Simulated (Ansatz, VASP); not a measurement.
CuO: VASP beside Ansatz

```
CELL_PARAMETERS angstrom
2.32450 -1.71910 0.00000
2.32450 1.71910 0.00000
-0.77922 0.00000 5.12814
ATOMIC_POSITIONS crystal
Cu 0.00000 0.50000 0.00000
Cu 0.50000 0.00000 0.50000
O 0.58300 0.41700 0.25000
O 0.41700 0.58300 0.75000
```

Alike in both runs: task single point; functional PBE; k mesh 8 × 8 × 5; occupations fermi-dirac, width 0.02 eV; collinear spin; Hubbard terms Cu d U = 6.1 eV.

```csv
,VASP,Ansatz
version,VASP 6.6.1,Ansatz 0.2.0
potentials or method,"VASP PAW PBE potentials, release 64 (Cu, O), cutoff 520 eV","PAW, plane waves, scalar-relativistic"
valence electrons in the cell,34,50
```

VASP gave:

```
pressure (GPa)                                                : 0.9
traceless stress, the component that is largest in VASP (GPa) : -2.17
rms of the force components (eV/Å)                            : 0.074
net moment per atom (μB)                                      : 0.00
size of the moment on the site where the two differ most (μB) : 0.65
```

Problem. What did Ansatz give for the same quantities?

Solution. Pressure (GPa): 6.2; traceless stress, the component that is largest in VASP (GPa): -1.19; rms of the force components (eV/Å): 0.073; net moment per atom (μB): 0.00; size of the moment on the site where the two differ most (μB): 0.58.

Site moments also hang on the region over which each program counts them. The programs project onto different local orbitals, so the same U acts differently, and such runs can settle in different states. Atom by atom the forces differ by 0.000 eV/Å (rms over components). VASP's potentials hold 34 valence electrons a cell and Ansatz's 50, so a difference there can come from the potentials and not from the codes.
